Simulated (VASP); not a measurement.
Mg2Si3N3: relaxation of cell and atoms with PBE

The system is Mg2Si3N3.

```
Mg Si N
1.0
     3.11939    0.00000    0.00000
    -1.55969    2.70147    0.00000
     0.00000    0.00000   12.39252
Mg Si N
2 3 3
Direct
  0.33333 0.66667 0.05922
  0.66667 0.33333 0.26823
  0.66667 0.33333 0.89248
  0.33333 0.66667 0.49769
  0.66667 0.33333 0.71088
  0.33333 0.66667 0.21453
  0.66667 0.33333 0.46254
  0.33333 0.66667 0.64443
```

* Program: VASP 6.6.1
* Task: relaxation of cell and atoms
* Functional: PBE
* Potentials or basis: VASP PAW PBE potentials, release 64 (Mg, Si, N)
* Cutoff: 600 eV
* k mesh: 12 × 12 × 4
* Occupations: gaussian, width 0.1 eV
* Spin: no spin polarisation
* Dipole correction: no
* Further INCAR settings: ALGO = Normal; EDIFF = 1e-07; IBRION = 2; EDIFFG = -0.01; NSW = 100; ISIF = 3

| Property | Result |
| --- | --- |
| Relaxed volume | 13.06 Å³/atom |
| Relaxed cell | a = 3.108 Å, b = 3.108 Å, c = 12.488 Å, α = 90.00°, β = 90.00°, γ = 120.00° |
| Space group after relaxing (to 0.1 Å) | P3m1 (No. 156) |
| Energy gained by relaxing | 1.2 meV/atom |
| Ionic steps | 18 |
| Pressure after relaxing | 0.0 GPa |
| Largest force after relaxing | 0.007 eV/Å |
| Band gap on the k mesh | zero (an odd number of electrons rules out a gap without spin polarisation) |

Forces on the atoms (eV/Å):
```
Mg   0.000  0.000  0.002
Mg   0.000  0.000  0.001
Si   0.000  0.000 -0.005
Si   0.000  0.000 -0.002
Si   0.000  0.000 -0.004
N    0.000  0.000  0.002
N    0.000  0.000  0.007
N    0.000  0.000  0.000
```

The path:
```
step  energy change (eV)  largest force (eV/Å)  pressure (GPa)  volume (Å³)
   1              0.0000                0.3045           -0.02       104.43
   2             -0.0041                0.1928            0.07       104.40
   3             -0.0042                0.1654            0.06       104.40
   4             -0.0064                0.0833            0.11       104.47
   5             -0.0070                0.1250            0.15       104.53
   6             -0.0082                0.0587           -0.15       104.80
   7             -0.0082                0.0602           -0.16       104.80
   8             -0.0087                0.0602           -0.01       104.67
   9             -0.0089                0.0609            0.11       104.55
  10             -0.0092                0.0284           -0.05       104.63
  11             -0.0092                0.0300           -0.08       104.65
  12             -0.0093                0.0232            0.00       104.54
  13             -0.0093                0.0245            0.02       104.52
  14             -0.0093                0.0136            0.00       104.51
  15             -0.0094                0.0199           -0.01       104.51
  16             -0.0094                0.0146            0.00       104.50
  17             -0.0094                0.0183            0.02       104.47
  18             -0.0095                0.0071            0.00       104.49
```

Final structure:
```
Mg Si N
1.0
     3.10830    0.00000    0.00000
    -1.55415    2.69187    0.00000
     0.00000    0.00000   12.48762
Mg Si N
2 3 3
Cartesian
  0.0000 1.7946 0.7778
  1.5542 0.8973 3.3682
  1.5542 0.8973 11.1355
  0.0000 1.7946 6.2028
  1.5542 0.8973 8.8481
  0.0000 1.7946 2.7025
  1.5542 0.8973 5.7723
  0.0000 1.7946 8.0213
```

Levels at points of the mesh, in eV from the Fermi level:
| k point | band 11 | band 12 | band 13 | band 14 | band 15 | band 16 | band 17 | band 18 | band 19 | band 20 |
| --- | --- | --- | --- | --- | --- | --- | --- | --- | --- | --- |
| (0.00, 0.00, 0.00) | -5.16 | -3.15 | -1.49 | 0.15 | 0.15 | 0.22 | 0.90 | 3.42 | 3.57 | 3.57 |
| (0.50, 0.00, 0.00) | -4.54 | -3.99 | -3.29 | -2.18 | -0.59 | -0.47 | -0.33 | 1.67 | 1.71 | 2.26 |
| (0.00, 0.00, 0.50) | -5.15 | -3.75 | -0.66 | -0.19 | 0.15 | 0.15 | 0.58 | 3.57 | 3.57 | 4.04 |
| (0.50, 0.00, 0.50) | -4.59 | -3.89 | -3.38 | -2.09 | -0.61 | -0.47 | -0.47 | 1.62 | 1.93 | 2.26 |

It took 18 min on 1 thread of Intel(R) Xeon(R) 6975P-C (Granite Rapids), with other jobs on the host, peak memory 0.4 GiB.
